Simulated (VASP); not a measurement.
# Rh (P1) in VASP: notebook

Runs on Rh. Level: PBEsol. Tasks: single point.

Program: VASP 6.6.1. These are calculated values, not measurements. Logs are shortened: lines on timing, memory, paths and dates and some standing lists are left out, and cuts for length are marked.

## Step 1: The cell of the first run

The typed cell holds 8 atoms: a = 5.254 Å, b = 5.254 Å, c = 5.254 Å, α = 60.00°, β = 60.00°, γ = 60.00°.

## Step 2: Single point, PBEsol

INCAR

```
ALGO = Normal ; EDIFF = 1E-6
ENCUT = 400 ; GGA = PS
GGA_COMPAT = F ; ISIF = 2
ISMEAR = -1 ; LASPH = T
LCHARG = F ; LREAL = F
LWAVE = F ; NBANDS = 70
NELM = 120 ; PREC = Accurate
SIGMA = 0.1
```

KPOINTS

```
k-points
0
Gamma
  2 2 2
```

POSCAR

```
Rh
1.0
    0.0000000000      3.7152320000      3.7152320000
    3.7152320000      0.0000000000      3.7152320000
    3.7152320000      3.7152320000      0.0000000000
Rh
8
Direct
    0.0130943370      0.0009465089     -0.0058396084
   -0.0010372165      0.0059225104      0.4999718726
   -0.0045993090      0.4947202490      0.0027690061
   -0.0058857697      0.5155548832      0.4974924850
    0.4983745295      0.0013659981      0.0112622846
    0.4933289496     -0.0019634036      0.4983297140
    0.5046596013      0.5028828617     -0.0102850912
    0.5010174331      0.4870831754      0.5107559905
```

Potentials or basis: VASP PAW PBE potentials, release 64 (Rh_pv).

Started as:

```console
cat potpaw_PBE.64/Rh_pv/POTCAR > POTCAR
mpirun -np 1 vasp_std > vasp.out
```

OUTCAR:

```text
EDIFF = 1E-6
   ENCUT = 400
   GGA = PS
   ISIF = 2
   ISMEAR = -1
   LASPH = T
   LREAL = F
   NELM = 120
   PREC = Accurate

 ion  position               nearest neighbor table
   1  0.013  0.001  0.994-   6 2.57   3 2.57   5 2.60   4 2.60   7 2.60   2 2.62   2 2.63   7 2.65
                             4 2.66   5 2.66   3 2.68   6 2.69
   2  0.999  0.006  0.500-   6 2.57   8 2.57   3 2.59   4 2.60   5 2.60   1 2.62   1 2.63   4 2.66
                             5 2.66   3 2.66   6 2.68   8 2.68
   3  0.995  0.495  0.003-   1 2.57   2 2.59   7 2.59   4 2.61   5 2.62   8 2.62   8 2.63   5 2.64
                             4 2.65   7 2.66   2 2.66   1 2.68
   4  0.994  0.516  0.497-   7 2.58   6 2.58   2 2.60   1 2.60   3 2.61   8 2.63   8 2.63   3 2.65
                             1 2.66   2 2.66   6 2.67   7 2.68
   5  0.498  0.001  0.011-   6 2.54   8 2.59   2 2.60   7 2.60   1 2.60   3 2.62   3 2.64   2 2.66
                             1 2.66   7 2.66   8 2.66   6 2.72
   6  0.493  0.998  0.498-   5 2.54   1 2.57   2 2.57   4 2.58   7 2.59   8 2.62   8 2.63   7 2.66
                             4 2.67   2 2.68   1 2.69   5 2.72
   7  0.505  0.503  0.990-   8 2.57   4 2.58   3 2.59   6 2.59   5 2.60   1 2.60   1 2.65   5 2.66
                             6 2.66   3 2.66   4 2.68   8 2.69
   8  0.501  0.487  0.511-   7 2.57   2 2.57   5 2.59   3 2.62   6 2.62   4 2.63   6 2.63   4 2.63
                             3 2.63   5 2.66   2 2.68   7 2.69

  LATTYP: Found a face centered cubic cell.
 ALAT       =     7.4304640000

  Lattice vectors:

 A1 = (   0.0000000000,   3.7152320000,   3.7152320000)
 A2 = (   3.7152320000,   0.0000000000,   3.7152320000)
 A3 = (   3.7152320000,   3.7152320000,   0.0000000000)

Analysis of symmetry for initial positions (statically):
=====================================================================
 Subroutine PRICEL returns:
 Original cell was already a primitive cell.

 Routine SETGRP: Setting up the symmetry group for a
 face centered cubic supercell.

 Subroutine GETGRP returns: Found  1 space group operations
 (whereof  1 operations were pure point group operations)
 out of a pool of 48 trial point group operations.

The static configuration has the point symmetry C_1 .

Analysis of symmetry for dynamics (positions and initial velocities):
=====================================================================
 Subroutine PRICEL returns:
 Original cell was already a primitive cell.

 Routine SETGRP: Setting up the symmetry group for a
 face centered cubic supercell.

 Subroutine GETGRP returns: Found  1 space group operations
 (whereof  1 operations were pure point group operations)
 out of a pool of 48 trial point group operations.

The dynamic configuration has the point symmetry C_1 .

 Subroutine INISYM returns: Found  1 space group operations
 (whereof  1 operations are pure point group operations),
 and found     1 'primitive' translations

----------------------------------------------------------------------------------------

                                     Primitive cell

  volume of cell :     102.5623

  direct lattice vectors                    reciprocal lattice vectors
     0.000000000  3.715232000  3.715232000    -0.134581097  0.134581097  0.134581097
     3.715232000  0.000000000  3.715232000     0.134581097 -0.134581097  0.134581097
     3.715232000  3.715232000  0.000000000     0.134581097  0.134581097 -0.134581097

  length of vectors
     5.254131482  5.254131482  5.254131482     0.233101299  0.233101299  0.233101299

  position of ions in fractional coordinates (direct lattice)
     0.013094337  0.000946509  0.994160392
     0.998962783  0.005922510  0.499971873
     0.995400691  0.494720249  0.002769006
     0.994114230  0.515554883  0.497492485
     0.498374529  0.001365998  0.011262285
     0.493328950  0.998036596  0.498329714
     0.504659601  0.502882862  0.989714909
     0.501017433  0.487083175  0.510755991

  ion indices of the primitive-cell ions
   primitive index   ion index
                 1           1
                 2           2
                 3           3
                 4           4
                 5           5
                 6           6
                 7           7
                 8           8

----------------------------------------------------------------------------------------

 KPOINTS: k-points

Automatic generation of k-mesh.
 Grid dimensions read from file:
 generate k-points for:    2    2    2

 Generating k-lattice:

  Cartesian coordinates                     Fractional coordinates (reciprocal lattice)
    -0.067290549  0.067290549  0.067290549     0.500000000  0.000000000  0.000000000
     0.067290549 -0.067290549  0.067290549     0.000000000  0.500000000  0.000000000
     0.067290549  0.067290549 -0.067290549     0.000000000  0.000000000  0.500000000

  Length of vectors
     0.116550649  0.116550649  0.116550649

  Shift w.r.t. Gamma in fractional coordinates (k-lattice)
     0.000000000  0.000000000  0.000000000

 Subroutine IBZKPT returns following result:
 ===========================================

 Found      8 irreducible k-points:

 Following reciprocal coordinates:
            Coordinates               Weight
  0.000000  0.000000  0.000000      1.000000
  0.500000  0.000000  0.000000      1.000000
  0.000000  0.500000  0.000000      1.000000
  0.000000  0.000000  0.500000      1.000000
  0.500000  0.500000  0.500000      1.000000
  0.500000  0.500000  0.000000      1.000000
  0.000000  0.500000  0.500000      1.000000
  0.500000  0.000000  0.500000      1.000000
   k-points           NKPTS =      8   k-points in BZ     NKDIM =      8   number of bands    NBANDS=     70
   number of dos      NEDOS =    301   number of ions     NIONS =      8
   total plane-waves  NPLWV =  46656
   dimension x,y,z NGX =    36 NGY =   36 NGZ =   36
   dimension x,y,z NGXF=    72 NGYF=   72 NGZF=   72
   ions per type =               8
   NGX,Y,Z   is equivalent  to a cutoff of  11.39, 11.39, 11.39 a.u.
   NGXF,Y,Z  is equivalent  to a cutoff of  22.78, 22.78, 22.78 a.u.
 SYSTEM =  unknown system
   PREC   = accura    normal or accurate (medium, high low for compatibility)
   ISTART =      0    job   : 0-new  1-cont  2-samecut
   ICHARG =      2    charge: 1-file 2-atom 10-const
   ISPIN  =      1    spin polarized calculation?
   LNONCOLLINEAR =      F non collinear calculations
   LSORBIT =      F    spin-orbit coupling
   LASPH  =      T    aspherical Exc in radial PAW
   ENCUT  =  400.0 eV  29.40 Ry    5.42 a.u.   8.57  8.57  8.57*2*pi/ulx,y,z
   NELM   =    120;   NELMIN=  2; NELMDL= -5     # of ELM steps
   EDIFF  = 0.1E-05   stopping-criterion for ELM
   LREAL  =      F    real-space projection
   EDIFFG = 0.1E-04   stopping-criterion for IOM
   NSW    =      0    number of steps for IOM
   IBRION =     -1    ionic relax: 0-MD 1-quasi-New 2-CG
   NFREE  =      0    steps in history (QN), initial steepest desc. (CG)
   ISIF   =      2    stress and relaxation
   ISYM   =      2    0-nonsym 1-usesym 2-fastsym
   POTIM  = 0.5000    time-step for ionic-motion
   TEBEG  =    0.0;   TEEND  =   0.0 temperature during run
   PSTRESS=    0.0 pullay stress
   NELECT =     120.0000    total number of electrons
   NUPDOWN=      -1.0000    fix difference up-down
   EMIN   =  10.00;   EMAX   =-10.00  energy-range for DOS
   EFERMI =   0.00;   METHOD = LEGACY
   ISMEAR =    -1;   SIGMA  =   0.10  broadening in eV -4-tet -1-fermi 0-gaus
   EFERMI_NEDOS =   21; number of points for ismear=-14 and -15
   IALGO  =     38    algorithm
   IMIX   =      4    mixing-type and parameters
     AMIX     =   0.40;   BMIX     =  1.00
     AMIX_MAG =   1.60;   BMIX_MAG =  1.00
  volume/ion in A,a.u.               =      12.82        86.52
  Fermi-wavevector in a.u.,A,eV,Ry     =   1.725067  3.259904 40.488983  2.975856
  Thomas-Fermi vector in A             =   2.800637
   LORBIT       =      0    0 simple, 1 ext, 2 COOP (PROOUT), +10 PAW based schemes
   GGA     = PS    functional components
   LHFCALC =     F    Hartree Fock is set to
   AEXX    =    0.0000 exact exchange contribution
   IVDW    =     0    specifies the selected vdW correction
   LEPSILON=     F    determine dielectric tensor
   LRPA    =     F    only Hartree local field effects (RPA)
 non-spin polarized calculation
  energy-cutoff  :      400.00
  volume of cell :      102.56
 maximum number of plane-waves:      1892
 NGX is ok and might be reduce to    36
   NGX = 17   NGY = 17   NGZ = 17

 number of electron     119.9999999 magnetization

 Free energy of the ion-electron system (eV)
  ---------------------------------------------------
  ext. energy  EPLUGINS =         0.00000000
  ---------------------------------------------------
  free energy    TOTEN  =       -68.35584880 eV

  energy without entropy =      -68.30685200  energy(sigma->0) =      -68.33135040

 E-fermi :  13.2217     XC(G=0): -14.6575

 val. band max:       12.9384113395   @ k =   0.5000   0.5000   0.0000
 cond. band min:      13.5150996842   @ k =   0.0000   0.0000   0.0000
 fundamental gap:      0.5766883446
 Fermi energy:        13.2216710230

 k-point     1 :       0.0000    0.0000    0.0000
  band No.  band energies     occupation
      1     -34.2481      2.00000
      2     -34.2447      2.00000
      3     -34.2385      2.00000
      4     -34.2379      2.00000
      5     -34.1870      2.00000
      6     -34.1829      2.00000
[... 62 lines left out ...]
     69      14.3431      0.00003
     70      16.4124      0.00000

 k-point     2 :       0.5000    0.0000    0.0000
  band No.  band energies     occupation
      1     -34.1007      2.00000
      2     -34.0874      2.00000
      3     -34.0827      2.00000
      4     -34.0804      2.00000
      5     -34.0755      2.00000
      6     -34.0733      2.00000
[... 430 lines left out ...]
 k-point     8 :       0.5000    0.0000    0.5000
  band No.  band energies     occupation
      1     -33.9964      2.00000
      2     -33.9829      2.00000
      3     -33.9779      2.00000
      4     -33.9664      2.00000
      5     -33.9377      2.00000
      6     -33.9326      2.00000
[... 62 lines left out ...]
     69      16.4653      0.00000
     70      16.6332      0.00000

------------------------ aborting loop because EDIFF is reached ----------------------------------------

  FORCE on cell =-STRESS in cart. coord.  units (eV):
  Direction    XX          YY          ZZ          XY          YZ          ZX
  --------------------------------------------------------------------------------------
  -------------------------------------------------------------------------------------
  Total        5.7435306      5.7017416      5.4001230      0.2039978      0.0396345     -0.0625064
  in kB       89.7225717     89.0697634     84.3580283      3.1867514      0.6191498     -0.9764443
  external PRESSURE =      87.7167878 kB  Pullay stress =       0.0000000 kB

 VOLUME and BASIS-vectors are now :
 -----------------------------------------------------------------------------
  energy-cutoff  :      400.00
  volume of cell :      102.56
      direct lattice vectors                 reciprocal lattice vectors
     0.000000000  3.715232000  3.715232000    -0.134581097  0.134581097  0.134581097
     3.715232000  0.000000000  3.715232000     0.134581097 -0.134581097  0.134581097
     3.715232000  3.715232000  0.000000000     0.134581097  0.134581097 -0.134581097

 POSITION                                       TOTAL-FORCE (eV/Angst)
 -----------------------------------------------------------------------------------
      3.69705      3.74218      0.05216         0.620946     -0.890633     -1.247760
      1.87952      5.56889      3.73338        -0.193413      0.283552     -0.765193
      1.84829      3.70843      5.53615         0.761070      0.281635      1.291011
      3.76371      5.54167      5.60877        -1.497285      0.617803     -0.572517
      0.04692      1.89342      1.85665        -1.588965     -0.505162     -0.096786
      5.55935      3.68424      5.54077         0.641966      0.880610      1.388720
      5.54535      5.55195      3.74325         1.024643      0.800439     -0.853387
      3.70720      3.75897      3.67102         0.231039     -1.468243      0.855911
 -----------------------------------------------------------------------------------
    total drift:                                0.000166      0.000181     -0.000100

  FREE ENERGIE OF THE ION-ELECTRON SYSTEM (eV)
  ---------------------------------------------------
  free  energy   TOTEN  =       -68.3558487985 eV

  energy  without entropy=      -68.3068520049  energy(sigma->0) =      -68.33135040
```

Run time: 34 s. Hardware: 1 thread of Intel Xeon Platinum 8488C (Sapphire Rapids), shared host; peak memory 0.2 GiB.

Results:

| Item | Value |
| --- | --- |
| Free energy | -68.3558 eV |
| Pressure | 8.8 GPa |
| Largest force | 1.765 eV/Å |
| Band gap on the k mesh | zero (bands 60 and 61 overlap by 1.87 eV) |

Forces in eV/Å, atoms in the order of the input:
```
Rh   0.621 -0.891 -1.248
Rh  -0.193  0.284 -0.765
Rh   0.761  0.282  1.291
Rh  -1.497  0.618 -0.573
Rh  -1.589 -0.505 -0.097
Rh   0.642  0.881  1.389
Rh   1.025  0.800 -0.853
Rh   0.231 -1.468  0.856
```

Levels at points of the mesh, in eV from the Fermi level:
| k point | band 56 | band 57 | band 58 | band 59 | band 60 | band 61 | band 62 | band 63 | band 64 | band 65 |
| --- | --- | --- | --- | --- | --- | --- | --- | --- | --- | --- |
| (0.00, 0.00, 0.00) | 0.55 | 0.55 | 0.57 | 0.58 | 0.62 | 0.66 | 0.67 | 0.71 | 1.03 | 1.04 |
| (0.50, 0.00, 0.00) | -1.71 | -1.08 | -1.07 | -0.91 | -0.88 | 0.67 | 0.68 | 0.71 | 0.72 | 0.73 |
| (0.00, 0.50, 0.00) | -1.72 | -1.07 | -1.02 | -0.95 | -0.93 | 0.67 | 0.70 | 0.71 | 0.72 | 0.74 |
| (0.00, 0.00, 0.50) | -1.69 | -1.07 | -1.03 | -0.94 | -0.89 | 0.65 | 0.68 | 0.70 | 0.71 | 0.74 |
| (0.50, 0.50, 0.50) | -1.73 | -1.14 | -1.12 | -0.87 | -0.83 | 0.67 | 0.69 | 0.70 | 0.73 | 0.75 |
| (0.50, 0.50, 0.00) | -1.67 | -1.50 | -1.39 | -1.37 | -1.29 | -1.25 | -1.10 | -0.40 | -0.28 | 1.06 |
| (0.00, 0.50, 0.50) | -1.68 | -1.56 | -1.44 | -1.36 | -1.24 | -1.16 | -1.06 | -0.41 | -0.29 | 1.04 |
| (0.50, 0.00, 0.50) | -1.69 | -1.55 | -1.44 | -1.40 | -1.24 | -1.20 | -1.04 | -0.37 | -0.31 | 1.05 |

Caveat: the k points lie up to 0.73 Å⁻¹ apart, too coarse for converged energies and pressures of a metal; the PAW data sets were made with another functional, which shifts forces and pressure a little.

## Step 3: Single point, PBEsol

This run uses another cell than the first one, of 13.17 Å³/atom.

INCAR

```
  PREC = Accurate
  ENCUT = 400
  EDIFF = 1E-6
  ISMEAR = -1
  SIGMA = 0.1
  LREAL = F
  LASPH = T
  NELM = 120
  ALGO = Normal
  ISIF = 2
  LWAVE = F
  LCHARG = F
  GGA = PS
  NBANDS = 70
  GGA_COMPAT = F
```

KPOINTS

```
regular mesh
0
Gamma
  2 2 2
```

POSCAR

```
Rh
1.0
    0.0000000000      3.7486350000      3.7486350000
    3.7486350000      0.0000000000      3.7486350000
    3.7486350000      3.7486350000      0.0000000000
Rh
8
Direct
    0.0117566794     -0.0005678067     -0.0041125636
   -0.0004875108      0.0051945575      0.4984557045
   -0.0028861172      0.4948382545      0.0018785505
   -0.0066260119      0.5129607177      0.4984076871
    0.4976588812      0.0021996007      0.0099824336
    0.4947303485     -0.0017709113      0.4977989321
    0.5040308005      0.5030210997     -0.0081708409
    0.5007813511      0.4889991957      0.5083542409
```

Potentials or basis: VASP PAW PBE potentials, release 64 (Rh_pv).

Started as:

```console
cat potpaw_PBE.64/Rh_pv/POTCAR > POTCAR
mpirun -np 1 vasp_std > vasp.out
```

It took 32 s on 1 thread of Intel Xeon Platinum 8488C (Sapphire Rapids), shared host; peak memory 0.19 GiB.

It converged, with:

```yaml
Free_energy: -68.5218 eV
Pressure: -0.5 GPa
Largest_force: 1.488 eV/Å
Band_gap_on_the_k_mesh: zero (bands 60 and 61 overlap by 1.81 eV)
```

Forces in eV/Å, atoms in the order of the input:
```
Rh   0.493 -0.889 -0.917
Rh  -0.035  0.332 -0.703
Rh   0.684  0.125  1.002
Rh  -1.246  0.612 -0.346
Rh  -1.445 -0.357 -0.006
Rh   0.609  0.714  1.017
Rh   0.673  0.559 -0.731
Rh   0.268 -1.097  0.684
```

Stress tensor (GPa, compression positive):
```
-0.37  0.18 -0.10
 0.18 -0.37  0.02
-0.10  0.02 -0.68
```

Levels at points of the mesh, in eV from the Fermi level:
```tsv
k point	band 58	band 59	band 60	band 61	band 62	band 63
(0.00, 0.00, 0.00)	0.54	0.54	0.58	0.63	0.64	0.66
(0.50, 0.00, 0.00)	-1.02	-0.91	-0.88	0.64	0.64	0.66
(0.00, 0.50, 0.00)	-0.99	-0.93	-0.91	0.64	0.66	0.67
(0.00, 0.00, 0.50)	-1.01	-0.90	-0.88	0.62	0.64	0.65
(0.50, 0.50, 0.50)	-1.06	-0.87	-0.84	0.63	0.65	0.66
(0.50, 0.50, 0.00)	-1.35	-1.33	-1.25	-1.23	-1.08	-0.39
(0.00, 0.50, 0.50)	-1.38	-1.32	-1.22	-1.15	-1.07	-0.41
(0.50, 0.00, 0.50)	-1.38	-1.34	-1.22	-1.19	-1.03	-0.38
```

Caveat: the k points lie up to 0.73 Å⁻¹ apart, too coarse for converged energies and pressures of a metal; the PAW data sets were made with another functional, which shifts forces and pressure a little.

(Continued in part 2 of 2.)

The gap in the log of VASP goes by the Fermi energy; the results here count the filled bands.